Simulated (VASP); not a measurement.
Runs of VASP 6.6.1 on Al. The structure is that of space group P6_3/mmc (No. 194), or close to it. The cells are those of the table. 

| task | cell | cutoff (eV) | k mesh for the DOS | occupations for the DOS | gap on the mesh (eV) | pressure (GPa) |
| --- | --- | --- | --- | --- | --- | --- |
| single point | a = 2.262, b = 2.262, c = 3.680 Å, angles 90.0, 90.0, 120.0°, 2 atoms | 520 | - | - | none | (b) |
| single point | a = 2.640, b = 2.640, c = 4.322 Å, angles 90.0, 90.0, 120.0°, 2 atoms | 520 | - | - | none | 28.7 |
| single point | a = 2.525, b = 2.525, c = 4.136 Å, angles 90.0, 90.0, 120.0°, 2 atoms | 520 | - | - | none | 60.5 |
| single point | a = 2.850, b = 2.850, c = 4.637 Å, angles 90.0, 90.0, 120.0°, 2 atoms | 520 | - | - | none | 0.1 |
| single point | a = 2.750, b = 2.750, c = 4.483 Å, angles 90.0, 90.0, 120.0°, 2 atoms | 520 | - | - | none | 10.6 |
| single point | a = 2.102, b = 2.102, c = 3.409 Å, angles 90.0, 90.0, 120.0°, 2 atoms | 520 | - | - | none | 471.6 |
| single point | a = 2.401, b = 2.401, c = 3.920 Å, angles 90.0, 90.0, 120.0°, 2 atoms | 520 | - | - | none | (a) |
| relaxation of shape and atoms at fixed volume | relaxed from a = 2.646, b = 2.646, c = 4.304 Å, angles 90.0, 90.0, 120.0°, 2 atoms | 600 | - | - | none | 28.7 |

Alike in all rows: level PBEsol; potentials or basis VASP PAW PBE potentials, release 64 (Al); no spin polarisation; k mesh 17 × 17 × 9; smearing fermi-dirac 0.05 eV.

Problem. Fill in the values left out.

Solution. (a) 118.5; (b) 231.1.

Caveats: the PAW data sets were made with another functional, which shifts forces and pressure a little.

A gap of «none» marks levels without a gap at the run's occupations.
